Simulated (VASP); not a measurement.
Input of a VASP 6.6.1 run:

INCAR

```
PREC     = Accurate       # precision mode
ENCUT    = 520            # plane-wave cutoff, eV
EDIFF    = 1E-7           # SCF threshold, eV
ISMEAR   = -1             # smearing method
SIGMA    = 0.1            # smearing width, eV
LREAL    = F              # projectors in reciprocal space
LASPH    = T              # aspherical terms in the spheres
NELM     = 80             # most SCF steps
ALGO     = Normal         # electronic algorithm
ISIF     = 2              # what is computed and relaxed
LWAVE    = F              # write WAVECAR
LCHARG   = F              # write CHGCAR
GGA      = RE             # functional
NBANDS   = 28             # bands
```

Contents of KPOINTS:

```
regular mesh
0
Gamma
  10 10 16
```

The input POSCAR:

```
W
1.0
    4.7014639456      0.0000000000      0.0000000000
   -2.3507319728      4.0715872118      0.0000000000
    0.0000000000      0.0000000000      2.6179221725
W
3
Direct
    0.0000000000      1.0000000000      0.0000000000
    0.3333333333      0.6666666667      0.5000000000
    0.6666666667      0.3333333333      0.5000000000
```

Potentials or basis: VASP PAW PBE potentials, release 64 (W_sv).

Command:

```bash
$ cat potpaw_PBE.64/W_sv/POTCAR > POTCAR
$ mpirun -np 1 vasp_std > vasp.out
```

(1) Estimate the band gap on the k mesh.

(2) Predict the pressure.

Answers

(1) zero (bands 21 and 22 overlap by 0.61 eV).

(2) 0.5 GPa.

Caveat: the PAW data sets were made with another functional, which shifts forces and pressure a little; spin-orbit coupling is left out, which moves the levels of the heavy elements.
